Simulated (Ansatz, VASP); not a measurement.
# CO2 in VASP and in Ansatz

```
C O
1.0
     2.79557   -2.51334    0.00000
     2.79557    2.51334    0.00000
     0.00000    0.00000    6.74304
C O
2 4
Direct
  0.00000 0.00000 0.00000
  0.50000 0.50000 0.50000
  0.81328 0.18672 0.89662
  0.18672 0.81328 0.10338
  0.68672 0.31328 0.39662
  0.31328 0.68672 0.60338
```

Alike in both runs: functional PBE; dispersion D3(BJ); k mesh 6 × 6 × 4; occupations gaussian, width 0.02 eV; no spin polarisation.

Ansatz relaxed the structure, and its values are those at the end. VASP's run is a single point on that final structure, the one shown.

```csv
,VASP,Ansatz
version,VASP 6.6.1,Ansatz 0.2.0
potentials or method,"VASP PAW PBE potentials, release 64 (C, O), cutoff 520 eV","scalar-relativistic, plane waves, PAW"
valence electrons in the cell,32,32
```

|  | VASP | Ansatz | Ansatz less VASP |
| --- | --- | --- | --- |
| gap on the k mesh at the Fermi level (eV) | 6.51 | 6.53 | +0.020 |
| least direct gap on the mesh (eV) | 6.91 | 6.93 | +0.021 |
| pressure (GPa) | 1.4 | 0.0 | -1.40 |
| rms of the force components (eV/Å) | 0.298 | 0.000 | -0.2981 |

Noted on VASP's run: the standard files for N, O and F lose accuracy on very short bonds.
